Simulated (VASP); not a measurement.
Crystal: TeAs2.

```xyz
6
Lattice="-3.5565 3.5565 2.9405 3.5565 -3.5565 2.9405 3.5565 3.5565 -2.9405" Properties=species:S:1:pos:R:3 pbc="T T T"
Te    0.0000    3.5565    1.4703
Te    0.0000    0.0000    0.0000
As    1.7782    0.0000    2.2054
As    1.7782    3.5565   -0.7351
As    3.5565    1.7782    0.7351
As    0.0000    1.7782    3.6756
```

Base run:

* Program: VASP 6.6.1
* Functional: PBEsol
* Potentials or basis: VASP PAW PBE potentials, release 64 (Te, As)
* Cutoff: 520 eV
* k mesh: 4 × 4 × 4
* Occupations: gaussian, width 0.1 eV
* Spin: no spin polarisation

Its results: band gap on the k mesh zero (bands 16 and 17 overlap by 0.50 eV); pressure -4.4 GPa.

Task: The run is repeated on the same cell with these changes: k mesh from 4 × 4 × 4 to 6 × 6 × 6. What comes out?

Result: Band gap on the k mesh zero (bands 16 and 17 overlap by 0.54 eV); pressure -3.9 GPa.

Caveats: the cell stands under tension; the PAW data sets were made with another functional, which shifts forces and pressure a little; spin-orbit coupling is left out, which moves the levels of the heavy elements.
